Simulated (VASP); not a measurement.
Here is a VASP 6.6.1 calculation.

The input POSCAR:

```
TaF3
1.0
    4.1666460000      0.0000000000      0.0000000000
    0.0000000000      4.1666460000      0.0000000000
    0.0000000000      0.0000000000      4.1666460000
Ta F
1 3
Direct
    0.0000000000      0.0000000000      0.0000000000
    0.0000000000      0.5000000000      0.0000000000
    0.5000000000      0.0000000000      0.0000000000
    0.0000000000      0.0000000000      0.5000000000
```

INCAR.step1

```
SYSTEM = TaF3
ALGO = Normal
EDIFF = 1E-4
ENCUT = 520
GGA = PE
ISMEAR = 1
LASPH = .True.
LCHARG = .False.
LREAL = .False.
LWAVE = .True.
NBANDS = 24
NELM = 60
PREC = Accurate
SIGMA = 0.05
```

File INCAR.step2:

```
SYSTEM = TaF3
ALGO = Normal
EDIFF = 1E-6
ENCUT = 520
ISIF = 2
ISMEAR = 1
ISTART = 1
LASPH = .True.
LCHARG = .True.
LELF = .True.
LMIXTAU = .True.
LREAL = .False.
LVHAR = .True.
LWAVE = .False.
METAGGA = R2SCAN
NBANDS = 24
NELM = 60
PREC = Accurate
SIGMA = 0.05
```

Contents of KPOINTS:

```
k-points
0
Gamma
  6 6 6
  0 0 0
```

Potentials or basis: VASP PAW PBE potentials, release 64 (Ta_pv, F).

The run is started by

```console
$ cat potpaw_PBE.64/Ta_pv/POTCAR potpaw_PBE.64/F/POTCAR > POTCAR
$ cp INCAR.step1 INCAR
$ mpirun -np 1 vasp_std > vasp.out
$ cp INCAR.step2 INCAR
$ mpirun -np 1 vasp_std > vasp.out
```

(1) What does it give for the band gap on the k mesh?

(2) What does it give for the pressure?

## Answers

(1) zero (band 16 reaches 4.13 eV, above the bottom of band 17 at 2.07 eV).

(2) -5.4 GPa.

Caveat: the PAW data sets were made with another functional, which shifts forces and pressure a little; spin-orbit coupling is left out, which moves the levels of the heavy elements.
